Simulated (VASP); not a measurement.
# NaI (Fm-3m) in VASP: further runs

NaI is run at these levels: PBE; tasks: single point, relaxation of cell and atoms.

Program: VASP 6.6.1. These are calculated values, not measurements. Logs are shortened: lines on timing, memory, paths and dates and some standing lists are left out, and cuts for length are marked.

## (1) The cell of the first run

Symmetry: Fm-3m, No. 225, cubic system. Conventional cell: a = 6.526 Å, b = 6.526 Å, c = 6.526 Å, α = 90.00°, β = 90.00°, γ = 90.00°. Na (site symmetry m-3m) has 6 I at 3.26 Å within 4.3 Å. Within 4.3 Å of I (site symmetry m-3m) lie 6 Na at 3.26 Å.

## (2) Single point, PBE

INCAR reads:

```
SYSTEM = NaI
ALGO     = Normal         ! electronic algorithm
EDIFF    = 1E-7           ! SCF threshold, eV
ENCUT    = 520            ! plane-wave cutoff, eV
GGA      = PE             ! functional
ISIF     = 2              ! what is computed and relaxed
ISMEAR   = 0              ! smearing method
LASPH    = .TRUE.         ! aspherical terms in the spheres
LCHARG   = .TRUE.         ! write CHGCAR
LELF     = .TRUE.         ! ELF
LREAL    = .FALSE.        ! projectors in reciprocal space
LVHAR    = .TRUE.       
LWAVE    = .FALSE.        ! write WAVECAR
NBANDS   = 14             ! bands
NELM     = 80             ! most SCF steps
PREC     = Accurate       ! precision mode
SIGMA    = 0.02           ! smearing width, eV
```

KPOINTS reads:

```
k-points
0
G
  6 6 6
  0 0 0
```

POSCAR reads:

```
NaI
1.0
    0.0000000000      3.2630859104      3.2630859104
    3.2630859104      0.0000000000      3.2630859104
    3.2630859104      3.2630859104      0.0000000000
Na I
1 1
Direct
    0.0000000000      0.0000000000      0.0000000000
    0.5000000000      0.5000000000      0.5000000000
```

Potentials or basis: VASP PAW PBE potentials, release 64 (Na_pv, I).

On the command line:

```sh
cat potpaw_PBE.64/Na_pv/POTCAR potpaw_PBE.64/I/POTCAR > POTCAR
mpirun -np 1 vasp_std > vasp.out
```

OUTCAR:

```text
SYSTEM = NaI
   EDIFF = 1E-7
   ENCUT = 520
   GGA = PE
   ISIF = 2
   ISMEAR = 0
   LASPH = .TRUE.
   LREAL = .FALSE.
   NELM = 80
   PREC = Accurate

 ion  position               nearest neighbor table
   1  0.000  0.000  0.000-
   2  0.500  0.500  0.500-

  LATTYP: Found a face centered cubic cell.
 ALAT       =     6.5261718208

  Lattice vectors:

 A1 = (   0.0000000000,   3.2630859104,   3.2630859104)
 A2 = (   3.2630859104,   0.0000000000,   3.2630859104)
 A3 = (   3.2630859104,   3.2630859104,   0.0000000000)

Analysis of symmetry for initial positions (statically):
=====================================================================
 Subroutine PRICEL returns:
 Original cell was already a primitive cell.

 Routine SETGRP: Setting up the symmetry group for a
 face centered cubic supercell.

 Subroutine GETGRP returns: Found 48 space group operations
 (whereof 48 operations were pure point group operations)
 out of a pool of 48 trial point group operations.

The static configuration has the point symmetry O_h .

Analysis of symmetry for dynamics (positions and initial velocities):
=====================================================================
 Subroutine PRICEL returns:
 Original cell was already a primitive cell.

 Routine SETGRP: Setting up the symmetry group for a
 face centered cubic supercell.

 Subroutine GETGRP returns: Found 48 space group operations
 (whereof 48 operations were pure point group operations)
 out of a pool of 48 trial point group operations.

The dynamic configuration has the point symmetry O_h .

 Subroutine INISYM returns: Found 48 space group operations
 (whereof 48 operations are pure point group operations),
 and found     1 'primitive' translations

----------------------------------------------------------------------------------------

                                     Primitive cell

  volume of cell :      69.4889

  direct lattice vectors                    reciprocal lattice vectors
     0.000000000  3.263085910  3.263085910    -0.153229187  0.153229187  0.153229187
     3.263085910  0.000000000  3.263085910     0.153229187 -0.153229187  0.153229187
     3.263085910  3.263085910  0.000000000     0.153229187  0.153229187 -0.153229187

  length of vectors
     4.614700350  4.614700350  4.614700350     0.265400736  0.265400736  0.265400736

  position of ions in fractional coordinates (direct lattice)
     0.000000000  0.000000000  0.000000000
     0.500000000  0.500000000  0.500000000

  ion indices of the primitive-cell ions
   primitive index   ion index
                 1           1
                 2           2

----------------------------------------------------------------------------------------

 KPOINTS: k-points

Automatic generation of k-mesh.
 Grid dimensions read from file:
 generate k-points for:    6    6    6

 Generating k-lattice:

  Cartesian coordinates                     Fractional coordinates (reciprocal lattice)
    -0.025538198  0.025538198  0.025538198     0.166666667  0.000000000  0.000000000
     0.025538198 -0.025538198  0.025538198     0.000000000  0.166666667  0.000000000
     0.025538198  0.025538198 -0.025538198     0.000000000  0.000000000  0.166666667

  Length of vectors
     0.044233456  0.044233456  0.044233456

  Shift w.r.t. Gamma in fractional coordinates (k-lattice)
     0.000000000  0.000000000  0.000000000

 Subroutine IBZKPT returns following result:
 ===========================================

 Found     16 irreducible k-points:

 Following reciprocal coordinates:
            Coordinates               Weight
  0.000000  0.000000  0.000000      1.000000
  0.166667  0.000000  0.000000      8.000000
  0.333333  0.000000  0.000000      8.000000
  0.500000  0.000000  0.000000      4.000000
  0.166667  0.166667  0.000000      6.000000
  0.333333  0.166667  0.000000     24.000000
[... 8 lines left out ...]
 -0.333333  0.333333  0.166667     24.000000
 -0.333333  0.500000  0.166667     12.000000
   k-points           NKPTS =     16   k-points in BZ     NKDIM =     16   number of bands    NBANDS=     14
   number of dos      NEDOS =    301   number of ions     NIONS =      2
   total plane-waves  NPLWV =  46656
   dimension x,y,z NGX =    36 NGY =   36 NGZ =   36
   dimension x,y,z NGXF=    72 NGYF=   72 NGZF=   72
   ions per type =               1   1
   NGX,Y,Z   is equivalent  to a cutoff of  12.97, 12.97, 12.97 a.u.
   NGXF,Y,Z  is equivalent  to a cutoff of  25.94, 25.94, 25.94 a.u.
 SYSTEM =  NaI
   PREC   = accura    normal or accurate (medium, high low for compatibility)
   ISTART =      0    job   : 0-new  1-cont  2-samecut
   ICHARG =      2    charge: 1-file 2-atom 10-const
   ISPIN  =      1    spin polarized calculation?
   LNONCOLLINEAR =      F non collinear calculations
   LSORBIT =      F    spin-orbit coupling
   LASPH  =      T    aspherical Exc in radial PAW
   ENCUT  =  520.0 eV  38.22 Ry    6.18 a.u.   8.58  8.58  8.58*2*pi/ulx,y,z
   NELM   =     80;   NELMIN=  2; NELMDL= -5     # of ELM steps
   EDIFF  = 0.1E-06   stopping-criterion for ELM
   LREAL  =      F    real-space projection
   EDIFFG = 0.1E-05   stopping-criterion for IOM
   NSW    =      0    number of steps for IOM
   IBRION =     -1    ionic relax: 0-MD 1-quasi-New 2-CG
   NFREE  =      0    steps in history (QN), initial steepest desc. (CG)
   ISIF   =      2    stress and relaxation
   ISYM   =      2    0-nonsym 1-usesym 2-fastsym
   POTIM  = 0.5000    time-step for ionic-motion
   TEBEG  =    0.0;   TEEND  =   0.0 temperature during run
   PSTRESS=    0.0 pullay stress
   NELECT =      14.0000    total number of electrons
   NUPDOWN=      -1.0000    fix difference up-down
   EMIN   =  10.00;   EMAX   =-10.00  energy-range for DOS
   EFERMI =   0.00;   METHOD = LEGACY
   ISMEAR =     0;   SIGMA  =   0.02  broadening in eV -4-tet -1-fermi 0-gaus
   EFERMI_NEDOS =   21; number of points for ismear=-14 and -15
   IALGO  =     38    algorithm
   IMIX   =      4    mixing-type and parameters
     AMIX     =   0.40;   BMIX     =  1.00
     AMIX_MAG =   1.60;   BMIX_MAG =  1.00
  volume/ion in A,a.u.               =      34.74       234.47
  Fermi-wavevector in a.u.,A,eV,Ry     =   0.959722  1.813613 12.531881  0.921067
  Thomas-Fermi vector in A             =   2.088944
   LORBIT       =      0    0 simple, 1 ext, 2 COOP (PROOUT), +10 PAW based schemes
   GGA     = PE    functional components
   LHFCALC =     F    Hartree Fock is set to
   AEXX    =    0.0000 exact exchange contribution
   IVDW    =     0    specifies the selected vdW correction
   LEPSILON=     F    determine dielectric tensor
   LRPA    =     F    only Hartree local field effects (RPA)
 non-spin polarized calculation
 Gauss-broadening in eV      SIGMA  =   0.02
  energy-cutoff  :      520.00
  volume of cell :       69.49
 maximum number of plane-waves:      1895
 NGX is ok and might be reduce to    36
   NGX = 17   NGY = 17   NGZ = 17

 number of electron      13.9999993 magnetization

 Free energy of the ion-electron system (eV)
  ---------------------------------------------------
  ext. energy  EPLUGINS =         0.00000000
  ---------------------------------------------------
  free energy    TOTEN  =        -5.38741963 eV

  energy without entropy =       -5.38741963  energy(sigma->0) =       -5.38741963

 E-fermi :   0.7559     XC(G=0):  -7.6058

 val. band max:        0.6384821378   @ k =   0.0000   0.0000   0.0000
 cond. band min:       4.2149696533   @ k =   0.0000   0.0000   0.0000
 fundamental gap:      3.5764875154
 Fermi energy:         0.7559134296

 k-point     1 :       0.0000    0.0000    0.0000
  band No.  band energies     occupation
      1     -21.8314      2.00000
      2     -21.8314      2.00000
      3     -21.8314      2.00000
      4     -10.3174      2.00000
      5       0.6385      2.00000
      6       0.6385      2.00000
      7       0.6385      2.00000
      8       4.2150      0.00000
      9       8.5666      0.00000
     10       8.5666      0.00000
     11       8.5666      0.00000
     12      10.3448      0.00000
     13      10.3448      0.00000
     14      11.0553      0.00000

 k-point     2 :       0.1667    0.0000    0.0000
  band No.  band energies     occupation
      1     -21.8325      2.00000
      2     -21.8314      2.00000
      3     -21.8314      2.00000
      4     -10.2486      2.00000
      5      -0.0653      2.00000
      6       0.5674      2.00000
      7       0.5675      2.00000
      8       5.0123      0.00000
      9       8.0750      0.00000
     10       8.7442      0.00000
     11       8.7442      0.00000
     12       9.8365      0.00000
     13       9.8365      0.00000
     14      11.3588      0.00000

 k-point     3 :       0.3333    0.0000    0.0000
  band No.  band energies     occupation
      1     -21.8348      2.00000
      2     -21.8316      2.00000
      3     -21.8316      2.00000
      4     -10.1034      2.00000
      5      -1.0540      2.00000
      6       0.4344      2.00000
      7       0.4344      2.00000
      8       5.7092      0.00000
      9       8.3154      0.00000
     10       8.3154      0.00000
     11       8.5147      0.00000
     12      10.7111      0.00000
     13      10.8654      0.00000
     14      10.8654      0.00000

 k-point     4 :       0.5000    0.0000    0.0000
  band No.  band energies     occupation
      1     -21.8360      2.00000
      2     -21.8317      2.00000
      3     -21.8317      2.00000
      4     -10.0264      2.00000
      5      -1.4557      2.00000
      6       0.3719      2.00000
      7       0.3719      2.00000
      8       5.7244      0.00000
      9       8.0606      0.00000
     10       8.0606      0.00000
     11       9.1873      0.00000
     12      10.8844      0.00000
     13      12.8033      0.00000
     14      12.8033      0.00000

 k-point     5 :       0.1667    0.1667    0.0000
  band No.  band energies     occupation
      1     -21.8324      2.00000
      2     -21.8317      2.00000
      3     -21.8317      2.00000
      4     -10.2270      2.00000
      5      -0.0596      2.00000
      6       0.4369      2.00000
      7       0.4369      2.00000
      8       5.2841      0.00000
      9       7.5914      0.00000
     10       8.6390      0.00000
     11       9.1529      0.00000
[... 140 lines left out ...]
 k-point    14 :       0.5000    0.3333    0.1667
  band No.  band energies     occupation
      1     -21.8345      2.00000
      2     -21.8329      2.00000
      3     -21.8321      2.00000
      4     -10.0157      2.00000
      5      -0.9739      2.00000
      6      -0.2328      2.00000
      7       0.1553      2.00000
      8       6.4917      0.00000
      9       7.3783      0.00000
     10       7.5865      0.00000
     11       9.5627      0.00000
     12      10.6816      0.00000
     13      12.6954      0.00000
     14      13.4060      0.00000

 k-point    15 :      -0.3333    0.3333    0.1667
  band No.  band energies     occupation
      1     -21.8347      2.00000
      2     -21.8333      2.00000
      3     -21.8324      2.00000
      4      -9.9672      2.00000
      5      -1.0067      2.00000
      6      -0.4793      2.00000
      7       0.0234      2.00000
      8       6.6075      0.00000
      9       7.2492      0.00000
     10       8.4526      0.00000
     11       9.0788      0.00000
     12      10.9919      0.00000
     13      12.2632      0.00000
     14      13.4425      0.00000

 k-point    16 :      -0.3333    0.5000    0.1667
  band No.  band energies     occupation
      1     -21.8344      2.00000
      2     -21.8333      2.00000
      3     -21.8329      2.00000
      4      -9.9488      2.00000
      5      -0.9585      2.00000
      6      -0.4159      2.00000
      7      -0.2092      2.00000
      8       5.9501      0.00000
      9       7.1448      0.00000
     10       9.1235      0.00000
     11       9.1831      0.00000
     12      12.1027      0.00000
     13      12.9662      0.00000
     14      13.1242      0.00000

------------------------ aborting loop because EDIFF is reached ----------------------------------------

  FORCE on cell =-STRESS in cart. coord.  units (eV):
  Direction    XX          YY          ZZ          XY          YZ          ZX
  --------------------------------------------------------------------------------------
  -------------------------------------------------------------------------------------
  Total        0.0136192      0.0136192      0.0136192      0.0000000      0.0000000     -0.0000000
  in kB        0.3140114      0.3140114      0.3140114      0.0000000      0.0000000     -0.0000000
  external PRESSURE =       0.3140114 kB  Pullay stress =       0.0000000 kB

 VOLUME and BASIS-vectors are now :
 -----------------------------------------------------------------------------
  energy-cutoff  :      520.00
  volume of cell :       69.49
      direct lattice vectors                 reciprocal lattice vectors
     0.000000000  3.263085910  3.263085910    -0.153229187  0.153229187  0.153229187
     3.263085910  0.000000000  3.263085910     0.153229187 -0.153229187  0.153229187
     3.263085910  3.263085910  0.000000000     0.153229187  0.153229187 -0.153229187

 POSITION                                       TOTAL-FORCE (eV/Angst)
 -----------------------------------------------------------------------------------
      0.00000      0.00000      0.00000        -0.000000     -0.000000     -0.000000
      3.26309      3.26309      3.26309         0.000000      0.000000      0.000000
 -----------------------------------------------------------------------------------
    total drift:                                0.000000      0.000000      0.000000

  FREE ENERGIE OF THE ION-ELECTRON SYSTEM (eV)
  ---------------------------------------------------
  free  energy   TOTEN  =        -5.3874196266 eV

  energy  without entropy=       -5.3874196266  energy(sigma->0) =       -5.38741963
```

It took 33 s on 1 thread of AMD EPYC 7R13, shared host; peak memory 0.18 GiB.

What came out:

| Item | Value |
| --- | --- |
| Free energy | -5.3874 eV |
| Pressure | 0.0 GPa |
| Band gap on the k mesh | 3.58 eV, direct |

Levels at points of the mesh, in eV from the valence-band top:
```
           k point  band 4  band 5  band 6  band 7  band 8  band 9  band 10  band 11
(0.00, 0.00, 0.00)  -10.96    0.00    0.00    0.00    3.58    7.93     7.93     7.93
(0.50, 0.00, 0.00)  -10.66   -2.09   -0.27   -0.27    5.09    7.42     7.42     8.55
(0.50, 0.50, 0.00)  -10.59   -1.82   -0.71   -0.71    4.47    5.60     9.72    11.15
```

Caveat: spin-orbit coupling is left out, which moves the levels of the heavy elements.

## (3) Relaxation of cell and atoms, PBE

This run uses another cell than the first one, of 33.34 Å³/atom, 0.960 times its volume.

INCAR reads:

```
SYSTEM = NaI
PREC     = Accurate       ! precision mode
ENCUT    = 600            ! plane-wave cutoff, eV
EDIFF    = 1E-6           ! SCF threshold, eV
ISMEAR   = 0              ! smearing method
SIGMA    = 0.02           ! smearing width, eV
LREAL    = .FALSE.        ! projectors in reciprocal space
LASPH    = .TRUE.         ! aspherical terms in the spheres
NELM     = 80             ! most SCF steps
ALGO     = Normal         ! electronic algorithm
ISIF     = 3              ! what is computed and relaxed
LWAVE    = .FALSE.        ! write WAVECAR
LCHARG   = .FALSE.        ! write CHGCAR
GGA      = PE             ! functional
IBRION   = 2              ! ionic algorithm
NSW      = 100            ! ionic steps
EDIFFG   = -0.005         ! ionic threshold
```

KPOINTS reads:

```
Automatic mesh
0
G
  6 6 6
  0 0 0
```

POSCAR reads:

```
NaI
1.0
    0.0000000000      3.2186566863      3.2186566863
    3.2186566863      0.0000000000      3.2186566863
    3.2186566863      3.2186566863      0.0000000000
Na I
1 1
Direct
    0.0000000000      0.0000000000      0.0000000000
    0.5000000000      0.5000000000      0.5000000000
```

Potentials or basis: VASP PAW PBE potentials, release 64 (Na_pv, I).

On the command line:

```sh
cat potpaw_PBE.64/Na_pv/POTCAR potpaw_PBE.64/I/POTCAR > POTCAR
mpirun -np 1 vasp_std > vasp.out
```

It took 2.3 min on 1 thread of AMD EPYC 7R13, shared host; peak memory 0.19 GiB.

The run converged. Its results:

```
Free energy                            : -5.3873 eV
Relaxed volume                         : 34.83 Å³/atom
Relaxed cell                           : a = 4.619 Å, b = 4.619 Å, c = 4.619 Å, α = 60.00°, β = 60.00°, γ = 60.00°
Space group after relaxing (to 0.05 Å) : Fm-3m (No. 225)
Energy gained by relaxing              : 3.2 meV/atom
Ionic steps                            : 7
Pressure after relaxing                : 0.0 GPa
Band gap on the k mesh                 : 3.57 eV, direct
```

Step by step:
```csv
step,energy change (eV),largest force (eV/Å),pressure (GPa),volume (Å³)
1,0.0000,0.0000,0.74,66.69
2,-0.0049,0.0000,0.34,68.18
3,-0.0058,0.0000,-0.20,70.65
4,-0.0064,0.0000,0.02,69.69
5,-0.0064,0.0000,-0.13,69.79
6,-0.0064,0.0000,0.06,69.45
7,-0.0064,0.0000,-0.01,69.67
```

Final structure:
```
Na I
1.0
     0.00000    3.26587    3.26587
     3.26587    0.00000    3.26587
     3.26587    3.26587    0.00000
Na I
1 1
Cartesian
  0.0000 0.0000 0.0000
  3.2659 3.2659 3.2659
```

Levels at points of the mesh, in eV from the valence-band top:
| k point | band 5 | band 6 | band 7 | band 8 | band 9 | band 10 |
| --- | --- | --- | --- | --- | --- | --- |
| (0.00, 0.00, 0.00) | 0.00 | 0.00 | 0.00 | 3.57 | 7.93 | 7.93 |
| (0.50, 0.00, 0.00) | -2.09 | -0.27 | -0.27 | 5.08 | 7.42 | 7.42 |
| (0.50, 0.50, 0.00) | -1.81 | -0.71 | -0.71 | 4.47 | 5.60 | 9.70 |

Caveat: spin-orbit coupling is left out, which moves the levels of the heavy elements. PBE gaps usually lie below the measured ones, often by a third to a half.
